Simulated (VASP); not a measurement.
# SnO (P4/nmm) in VASP: relaxation of cell and atoms with r2SCAN

Aim: the relaxation of cell and atoms of SnO with r2SCAN.

Everything below comes from runs of VASP 6.6.1. Logs are shortened: lines on timing, memory, paths and dates and some standing lists are left out, and cuts for length are marked.

### Step 1. The cell of the first run

Symmetry: P4/nmm, No. 129, tetragonal system. The conventional cell has a = 3.799 Å, b = 3.799 Å, c = 4.841 Å, α = 90.00°, β = 90.00°, γ = 90.00°. Within 2.9 Å of Sn (site symmetry 4mm) lie 4 O at 2.22 Å. O (site symmetry -4m2) has 4 Sn at 2.22 Å and 4 O at 2.69 Å within 2.9 Å.

### Step 2. Relaxation of cell and atoms, r2SCAN

POSCAR reads:

```
SnO
1.0
    3.7986000000      0.0000000000      0.0000000000
    0.0000000000      3.7986000000      0.0000000000
    0.0000000000      0.0000000000      4.8408000000
Sn O
2 2
Direct
    0.5000000000      0.0000000000      0.2369000000
    0.0000000000      0.5000000000      0.7631000000
    0.0000000000      0.0000000000      0.0000000000
    0.5000000000      0.5000000000      0.0000000000
```

INCAR.step1 reads:

```
PREC = Accurate
ENCUT = 600
ISMEAR = 0
SIGMA = 0.02
LREAL = F
LASPH = T
NELM = 100
GGA = PE
ALGO = Normal
EDIFF = 1E-4
LWAVE = T
LCHARG = F
KPAR = 4
```

INCAR.step2 reads:

```
PREC = Accurate
ENCUT = 600
EDIFF = 1E-7
ISMEAR = 0
SIGMA = 0.02
LREAL = F
LASPH = T
NELM = 100
ALGO = Normal
ISIF = 3
LWAVE = F
LCHARG = F
METAGGA = R2SCAN
LMIXTAU = T
IBRION = 2
NSW = 80
EDIFFG = -0.003
ISTART = 1
KPAR = 4
```

KPOINTS reads:

```
Automatic mesh
0
Gamma
  10 10 8
```

Potentials or basis: VASP PAW PBE potentials, release 64 (Sn_d, O).

Launch:

```sh
cat potpaw_PBE.64/Sn_d/POTCAR potpaw_PBE.64/O/POTCAR > POTCAR
cp INCAR.step1 INCAR
mpirun -np 4 vasp_std > vasp.out
cp INCAR.step2 INCAR
mpirun -np 4 vasp_std > vasp.out
```

OUTCAR:

```text
PREC = Accurate
   ENCUT = 600
   EDIFF = 1E-7
   ISMEAR = 0
   LREAL = F
   LASPH = T
   NELM = 100
   ISIF = 3
   METAGGA = R2SCAN
   IBRION = 2
   NSW = 80
   EDIFFG = -0.003
   ISTART = 1

 ion  position               nearest neighbor table
   1  0.500  0.000  0.237-   3 2.22   4 2.22   4 2.22   3 2.22   2 3.53   2 3.53   2 3.53   2 3.53
                             2 3.70   2 3.70   2 3.70   2 3.70
   2  0.000  0.500  0.763-   3 2.22   4 2.22   3 2.22   4 2.22   1 3.53   1 3.53   1 3.53   1 3.53
                             1 3.70   1 3.70   1 3.70   1 3.70
   3  0.000  0.000  0.000-   1 2.22   2 2.22   2 2.22   1 2.22
   4  0.500  0.500  0.000-   1 2.22   2 2.22   1 2.22   2 2.22

  LATTYP: Found a simple tetragonal cell.
 ALAT       =     3.7986000000
 C/A-ratio  =     1.2743642395

  Lattice vectors:

 A1 = (   3.7986000000,   0.0000000000,   0.0000000000)
 A2 = (   0.0000000000,   3.7986000000,   0.0000000000)
 A3 = (   0.0000000000,   0.0000000000,   4.8408000000)

Analysis of symmetry for initial positions (statically):
=====================================================================
 Subroutine PRICEL returns:
 Original cell was already a primitive cell.

 Routine SETGRP: Setting up the symmetry group for a
 simple tetragonal supercell.

 Subroutine GETGRP returns: Found 16 space group operations
 (whereof  8 operations were pure point group operations)
 out of a pool of 16 trial point group operations.

The static configuration has the point symmetry D_2d.
 The point group associated with its full space group is D_4h.

Analysis of symmetry for dynamics (positions and initial velocities):
=====================================================================
 Subroutine PRICEL returns:
 Original cell was already a primitive cell.

 Routine SETGRP: Setting up the symmetry group for a
 simple tetragonal supercell.

 Subroutine GETGRP returns: Found 16 space group operations
 (whereof  8 operations were pure point group operations)
 out of a pool of 16 trial point group operations.

The dynamic configuration has the point symmetry D_2d.
 The point group associated with its full space group is D_4h.

 Subroutine INISYM returns: Found 16 space group operations
 (whereof  8 operations are pure point group operations),
 and found     1 'primitive' translations

----------------------------------------------------------------------------------------

                                     Primitive cell

  volume of cell :      69.8497

  direct lattice vectors                    reciprocal lattice vectors
     3.798600000  0.000000000  0.000000000     0.263254883  0.000000000  0.000000000
     0.000000000  3.798600000  0.000000000     0.000000000  0.263254883  0.000000000
     0.000000000  0.000000000  4.840800000     0.000000000  0.000000000  0.206577425

  length of vectors
     3.798600000  3.798600000  4.840800000     0.263254883  0.263254883  0.206577425

  position of ions in fractional coordinates (direct lattice)
     0.500000000  0.000000000  0.236900000
     0.000000000  0.500000000  0.763100000
     0.000000000  0.000000000  0.000000000
     0.500000000  0.500000000  0.000000000

  ion indices of the primitive-cell ions
   primitive index   ion index
                 1           1
                 2           2
                 3           3
                 4           4

----------------------------------------------------------------------------------------

 KPOINTS: Automatic mesh

Automatic generation of k-mesh.
 Grid dimensions read from file:
 generate k-points for:   10   10    8

 Generating k-lattice:

  Cartesian coordinates                     Fractional coordinates (reciprocal lattice)
     0.026325488  0.000000000  0.000000000     0.100000000  0.000000000  0.000000000
     0.000000000  0.026325488  0.000000000     0.000000000  0.100000000  0.000000000
     0.000000000  0.000000000  0.025822178     0.000000000  0.000000000  0.125000000

  Length of vectors
     0.026325488  0.026325488  0.025822178

  Shift w.r.t. Gamma in fractional coordinates (k-lattice)
     0.000000000  0.000000000  0.000000000

 Subroutine IBZKPT returns following result:
 ===========================================

 Found    105 irreducible k-points:

 Following reciprocal coordinates:
            Coordinates               Weight
  0.000000  0.000000  0.000000      1.000000
  0.100000  0.000000  0.000000      4.000000
  0.200000  0.000000  0.000000      4.000000
  0.300000  0.000000  0.000000      4.000000
  0.400000  0.000000  0.000000      4.000000
  0.500000  0.000000  0.000000      2.000000
[... 16 lines left out ...]
  0.100000  0.000000  0.125000      8.000000
  0.200000  0.000000  0.125000      8.000000
 [... further k-points ...]
   k-points           NKPTS =    105   k-points in BZ     NKDIM =    105   number of bands    NBANDS=     24
   number of dos      NEDOS =    301   number of ions     NIONS =      4
   total plane-waves  NPLWV =  36000
   dimension x,y,z NGX =    30 NGY =   30 NGZ =   40
   dimension x,y,z NGXF=    60 NGYF=   60 NGZF=   80
   ions per type =               2   2
   NGX,Y,Z   is equivalent  to a cutoff of  13.13, 13.13, 13.74 a.u.
   NGXF,Y,Z  is equivalent  to a cutoff of  26.26, 26.26, 27.47 a.u.
 SYSTEM =  unknown system
   PREC   = accura    normal or accurate (medium, high low for compatibility)
   ISTART =      1    job   : 0-new  1-cont  2-samecut
   ICHARG =      0    charge: 1-file 2-atom 10-const
   ISPIN  =      1    spin polarized calculation?
   LNONCOLLINEAR =      F non collinear calculations
   LSORBIT =      F    spin-orbit coupling
   LASPH  =      T    aspherical Exc in radial PAW
   ENCUT  =  600.0 eV  44.10 Ry    6.64 a.u.   7.59  7.59  9.67*2*pi/ulx,y,z
   NELM   =    100;   NELMIN=  2; NELMDL=  0     # of ELM steps
   EDIFF  = 0.1E-06   stopping-criterion for ELM
   LREAL  =      F    real-space projection
   EDIFFG = -.3E-02   stopping-criterion for IOM
   NSW    =     80    number of steps for IOM
   IBRION =      2    ionic relax: 0-MD 1-quasi-New 2-CG
   NFREE  =      1    steps in history (QN), initial steepest desc. (CG)
   ISIF   =      3    stress and relaxation
   ISYM   =      2    0-nonsym 1-usesym 2-fastsym
   POTIM  = 0.5000    time-step for ionic-motion
   TEBEG  =    0.0;   TEEND  =   0.0 temperature during run
   PSTRESS=    0.0 pullay stress
   NELECT =      40.0000    total number of electrons
   NUPDOWN=      -1.0000    fix difference up-down
   EMIN   =  10.00;   EMAX   =-10.00  energy-range for DOS
   EFERMI =   0.00;   METHOD = LEGACY
   ISMEAR =     0;   SIGMA  =   0.02  broadening in eV -4-tet -1-fermi 0-gaus
   EFERMI_NEDOS =   21; number of points for ismear=-14 and -15
   IALGO  =     38    algorithm
   IMIX   =      4    mixing-type and parameters
     AMIX     =   0.40;   BMIX     =  1.00
     AMIX_MAG =   1.60;   BMIX_MAG =  1.00
  volume/ion in A,a.u.               =      17.46       117.84
  Fermi-wavevector in a.u.,A,eV,Ry     =   1.359482  2.569048 25.146163  1.848191
  Thomas-Fermi vector in A             =   2.486226
   LORBIT       =      0    0 simple, 1 ext, 2 COOP (PROOUT), +10 PAW based schemes
   METAGGA = R2SCAN    functional components
   LHFCALC =     F    Hartree Fock is set to
   AEXX    =    0.0000 exact exchange contribution
   IVDW    =     0    specifies the selected vdW correction
   LEPSILON=     F    determine dielectric tensor
   LRPA    =     F    only Hartree local field effects (RPA)
 conjugate gradient relaxation of ions
 non-spin polarized calculation
 Gauss-broadening in eV      SIGMA  =   0.02
  energy-cutoff  :      600.00
  volume of cell :       69.85
 maximum number of plane-waves:      2355
   NGX = 15   NGY = 15   NGZ = 19

--------------------------------------- Ionic step        1  -------------------------------------------

 number of electron      40.0000023 magnetization

 Free energy of the ion-electron system (eV)
  ---------------------------------------------------
  ext. energy  EPLUGINS =         0.00000000
  ---------------------------------------------------
  free energy    TOTEN  =       -66.90759731 eV

  energy without entropy =      -66.90759731  energy(sigma->0) =      -66.90759731

------------------------ aborting loop because EDIFF is reached ----------------------------------------

  FORCE on cell =-STRESS in cart. coord.  units (eV):
  Direction    XX          YY          ZZ          XY          YZ          ZX
  --------------------------------------------------------------------------------------
  -------------------------------------------------------------------------------------
  Total        0.5571057      0.5571057      0.4782036      0.0000000      0.0000000      0.0000000
  in kB       12.7786189     12.7786189     10.9688000      0.0000000      0.0000000      0.0000000
  external PRESSURE =      12.1753459 kB  Pullay stress =       0.0000000 kB
[... 95 lines left out ...]
  FREE ENERGIE OF THE ION-ELECTRON SYSTEM (eV)
  ---------------------------------------------------
  free  energy   TOTEN  =       -66.9104161703 eV

  energy  without entropy=      -66.9104161703  energy(sigma->0) =      -66.91041617

[... ionic steps 4 to 12 ...]

--------------------------------------- Ionic step       13  -------------------------------------------

 number of electron      40.0000020 magnetization

------------------------ aborting loop because EDIFF is reached ----------------------------------------

  FORCE on cell =-STRESS in cart. coord.  units (eV):
  Direction    XX          YY          ZZ          XY          YZ          ZX
  --------------------------------------------------------------------------------------
  -------------------------------------------------------------------------------------
  Total        0.0110393      0.0110393     -0.0046351      0.0000000     -0.0000000      0.0000000
  in kB        0.2483337      0.2483337     -0.1042683      0.0000000     -0.0000000      0.0000000
  external PRESSURE =       0.1307997 kB  Pullay stress =       0.0000000 kB
[... 61 lines left out ...]
  energy  without entropy=      -66.9112728160  energy(sigma->0) =      -66.91127282

--------------------------------------- Ionic step       15  -------------------------------------------

 number of electron      40.0000021 magnetization

 Free energy of the ion-electron system (eV)
  ---------------------------------------------------
  ext. energy  EPLUGINS =         0.00000000
  ---------------------------------------------------
  free energy    TOTEN  =       -66.91127419 eV

  energy without entropy =      -66.91127419  energy(sigma->0) =      -66.91127419

 E-fermi :   7.0689     XC(G=0): -10.8316

 val. band max:        6.9485356453   @ k =   0.0000   0.0000   0.0000
 cond. band min:       7.2448980946   @ k =   0.5000   0.5000   0.0000
 fundamental gap:      0.2963624493
 Fermi energy:         7.0688533082

 k-point     1 :       0.0000    0.0000    0.0000
  band No.  band energies     occupation
      1     -15.9684      2.00000
      2     -15.4231      2.00000
      3     -15.4084      2.00000
      4     -15.4084      2.00000
      5     -15.3638      2.00000
      6     -15.3402      2.00000
[... 637 lines left out ...]
     23      11.7159      0.00000
     24      12.3836      0.00000

 [... further k-points ...]

------------------------ aborting loop because EDIFF is reached ----------------------------------------

  FORCE on cell =-STRESS in cart. coord.  units (eV):
  Direction    XX          YY          ZZ          XY          YZ          ZX
  --------------------------------------------------------------------------------------
  -------------------------------------------------------------------------------------
  Total       -0.0002046     -0.0002046     -0.0025953      0.0000000      0.0000000      0.0000000
  in kB       -0.0046012     -0.0046012     -0.0583651      0.0000000      0.0000000      0.0000000
  external PRESSURE =      -0.0225225 kB  Pullay stress =       0.0000000 kB
[... 19 lines left out ...]
  FREE ENERGIE OF THE ION-ELECTRON SYSTEM (eV)
  ---------------------------------------------------
  free  energy   TOTEN  =       -66.9112741918 eV

  energy  without entropy=      -66.9112741918  energy(sigma->0) =      -66.91127419

 reached required accuracy - stopping structural energy minimisation
```

Run time: 51 min. Hardware: 4 MPI ranks of Oxide Virtual Turin-like, shared host; peak memory 0.32 GiB.

Results:

| Property | Result |
| --- | --- |
| Free energy | -66.9113 eV |
| Relaxed volume | 17.81 Å³/atom |
| Relaxed cell | a = 3.813 Å, b = 3.813 Å, c = 4.901 Å, α = 90.00°, β = 90.00°, γ = 90.00° |
| Space group after relaxing (to 0.1 Å) | P4/nmm (No. 129) |
| Energy gained by relaxing | 0.9 meV/atom |
| Ionic steps | 15 |
| Pressure after relaxing | 0.0 GPa |
| Band gap on the k mesh | 0.30 eV (least direct gap 2.34 eV) |

Forces in eV/Å, atoms in the order of the input:
```
Sn   0.000  0.000 -0.002
Sn   0.000  0.000  0.002
O    0.000  0.000  0.000
O    0.000  0.000  0.000
```

The path:
| step | energy change (eV) | largest force (eV/Å) | pressure (GPa) | volume (Å³) |
| --- | --- | --- | --- | --- |
| 1 | 0.0000 | 0.1397 | 1.22 | 69.85 |
| 2 | 0.0007 | 0.2639 | -1.13 | 71.20 |
| 3 | -0.0028 | 0.0537 | 0.09 | 70.48 |
| 4 | -0.0028 | 0.0576 | 0.07 | 70.49 |
| 5 | -0.0031 | 0.0363 | 0.04 | 70.62 |
| 6 | -0.0031 | 0.0252 | -0.06 | 70.98 |
| 7 | -0.0032 | 0.0052 | -0.01 | 70.80 |
| 8 | -0.0034 | 0.0042 | 0.04 | 70.86 |
| 9 | -0.0035 | 0.0201 | 0.13 | 70.96 |
| 10 | -0.0034 | 0.0524 | 0.32 | 71.16 |
| 11 | -0.0036 | 0.0311 | 0.19 | 71.02 |
| 12 | -0.0036 | 0.0135 | 0.10 | 71.12 |
| 13 | -0.0037 | 0.0047 | 0.01 | 71.22 |
| 14 | -0.0037 | 0.0035 | 0.01 | 71.23 |
| 15 | -0.0037 | 0.0023 | 0.00 | 71.24 |

Final structure:
```
CELL_PARAMETERS angstrom
3.81264 0.00000 0.00000
0.00000 3.81264 0.00000
0.00000 0.00000 4.90102
ATOMIC_POSITIONS crystal
Sn 0.50000 0.00000 0.23498
Sn 0.00000 0.50000 0.76502
O 0.00000 0.00000 0.00000
O 0.50000 0.50000 0.00000
```

Caveat: semilocal functionals underestimate gaps, and a narrow one can read as zero; the PAW data sets were made with another functional, which shifts forces and pressure a little; spin-orbit coupling is left out, which moves the levels of the heavy elements. A k mesh can miss the band edges.
